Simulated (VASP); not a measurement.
**Sn: single point with LDA**

Crystal: Sn.

```
Sn
1.0
     3.04080    0.00000    0.00000
     0.00000    3.04080    0.00000
     0.00000    0.00000    3.04080
Sn
1
Direct
  0.00000 0.00000 0.00000
```

This cell differs from its parent crystal: volume scaled by 1.04.

```yaml
Program: VASP 6.6.1
Task: single point
Functional: LDA
Potentials_or_basis: VASP PAW LDA potentials, release 64 (Sn_d)
Cutoff: 520 eV
k_mesh: 12 × 12 × 12
Occupations: fermi-dirac, width 0.1 eV
Spin: no spin polarisation
Dipole_correction: no
Further_INCAR_settings: ALGO = Normal; EDIFF = 1e-07; NBANDS = 13
```

| Item | Value |
| --- | --- |
| Pressure | -1.8 GPa |
| Band gap on the k mesh | zero (band 7 reaches 12.57 eV, above the bottom of band 8 at 4.97 eV) |

Levels at points of the mesh, in eV from the Fermi level:
```csv
k point,band 5,band 6,band 7,band 8,band 9,band 10
"(0.00, 0.00, 0.00)",-21.15,-10.98,5.34,5.34,5.34,8.83
"(0.50, 0.00, 0.00)",-21.14,-7.87,-4.73,7.96,7.96,11.71
"(0.50, 0.50, 0.00)",-21.01,-4.57,-2.26,-2.26,2.87,10.81
"(0.50, 0.50, 0.50)",-21.01,-0.75,0.11,0.11,0.11,5.95
```

Run time: 22 s on 1 thread of Intel Xeon 8259CL (shared host), peak memory 0.14 GiB.

Caveat: spin-orbit coupling is left out, which moves the levels of the heavy elements.
